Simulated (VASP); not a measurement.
Write the native input for VASP 6.6.1 that does the following.

| Quantity | Value |
| --- | --- |
| Task | single point |
| Functional | PBEsol |
| Potentials or basis | VASP PAW PBE potentials, release 64 (Mg, O) |
| Cutoff | 520 eV |
| k mesh | 9 × 9 × 6 |
| Occupations | gaussian, width 0.05 eV |
| Spin | no spin polarisation |
| Dipole correction | no |
| Further INCAR settings | ALGO = Normal; EDIFF = 1e-06; NBANDS = 16 |

The structure of MgO lies in POSCAR:

```
MgO
1.0
    3.3722815741      0.0000000000      0.0000000000
   -1.6861407870      2.9204815119      0.0000000000
    0.0000000000      0.0000000000      4.8166297723
Mg O
2 2
Direct
    0.3333333333      0.6666666667      0.0272667940
    0.6666666667      0.3333333333      0.5272667940
    0.3333333333      0.6666666667      0.4009416620
    0.6666666667      0.3333333333      0.9009416620
```

This cell differs from its parent crystal: c/a of the conventional cell at fixed volume 1.4283.

These files were run (other wordings do the same):

INCAR

```
SYSTEM = MgO
ALGO     = Normal         ! electronic algorithm
EDIFF    = 1E-6           ! SCF threshold, eV
ENCUT    = 520            ! plane-wave cutoff, eV
GGA      = PS             ! functional
ISIF     = 2              ! what is computed and relaxed
ISMEAR   = 0              ! smearing method
LASPH    = .TRUE.         ! aspherical terms in the spheres
LCHARG   = .FALSE.        ! write CHGCAR
LREAL    = .FALSE.        ! projectors in reciprocal space
LWAVE    = .FALSE.        ! write WAVECAR
NBANDS   = 16             ! bands
NELM     = 100            ! most SCF steps
PREC     = Accurate       ! precision mode
SIGMA    = 0.05           ! smearing width, eV
```

KPOINTS

```
k-points
0
G
  9 9 6
  0 0 0
```

Potentials or basis: VASP PAW PBE potentials, release 64 (Mg, O).

The run is started by

```console
$ cat potpaw_PBE.64/Mg/POTCAR potpaw_PBE.64/O/POTCAR > POTCAR
$ mpirun -np 1 vasp_std > vasp.out
```

Results of the run:

```json
{
  "Pressure": "4.0 GPa",
  "Largest force": "2.399 eV/Å",
  "Band gap on the k mesh": "3.40 eV, direct"
}
```

Caveat: the PAW data sets were made with another functional, which shifts forces and pressure a little.

It took 15 s on 1 thread of Intel(R) Xeon(R) 6975P-C (Granite Rapids), on a shared host, peak memory 0.18 GiB.
